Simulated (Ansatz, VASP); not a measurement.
One calculation of SnTe, two programs

```xyz
2
Lattice="0.7694 3.5843 3.5843 3.5843 0.7694 3.5843 3.5843 3.5843 0.7694" Properties=species:S:1:pos:R:3 pbc="T T T"
Sn    0.0000    0.0000    0.0000
Te    3.9690    3.9690    3.9690
```

Alike in both runs: task single point; functional LDA; k mesh 10 × 10 × 10; occupations gaussian, width 0.03 eV; no spin polarisation.

|  | VASP | Ansatz |
| --- | --- | --- |
| version | VASP 6.6.1 | Ansatz 0.2.0 |
| potentials or method | VASP PAW LDA potentials, release 64 (Sn_d, Te), cutoff 520 eV | scalar-relativistic, plane waves, PAW |
| valence electrons in the cell | 20 | 30 |

|  | VASP | Ansatz | Ansatz less VASP |
| --- | --- | --- | --- |
| gap on the k mesh at the Fermi level (eV) | none | none | - |
| pressure (GPa) | -4.2 | -4.2 | 0.00 |
| traceless stress, the component that is largest in VASP (GPa) | -2.78 | -2.81 | -0.027 |

LDA's correlation is that of Perdew and Zunger in VASP and of Perdew and Wang (1992) in Ansatz. A gap of «none» marks a metal or a gap that the smearing closes. VASP's potentials hold 20 valence electrons a cell and Ansatz's 30, so a difference there can come from the potentials and not from the codes.

Spin-orbit coupling is off throughout.
